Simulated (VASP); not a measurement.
Crystal: Os.

```
Os
1.0
     2.73938    0.00000    0.00000
    -1.36969    2.37237    0.00000
     0.00000    0.00000    4.31382
Os
2
Direct
  0.33333 0.66667 0.25000
  0.66667 0.33333 0.75000
```

Base run:

| Item | Value |
| --- | --- |
| Program | VASP 6.6.1 |
| Functional | r2SCAN |
| Potentials or basis | VASP PAW PBE potentials, release 64 (Os) |
| Cutoff | 520 eV |
| k mesh | 13 × 13 × 7 |
| Occupations | fermi-dirac, width 0.03 eV |
| Spin | no spin polarisation |

Its results: band gap on the k mesh zero (bands 8 and 9 overlap by 3.97 eV); pressure 0.8 GPa.

Problem. The run is repeated on the same cell with these changes: occupations from fermi-dirac, width 0.03 eV to fermi-dirac, width 0.2 eV. What comes out?

Solution. Band gap on the k mesh zero (bands 8 and 9 overlap by 3.97 eV); pressure 1.6 GPa.

Caveats: the PAW data sets were made with another functional, which shifts forces and pressure a little; spin-orbit coupling is left out, which moves the levels of the heavy elements.
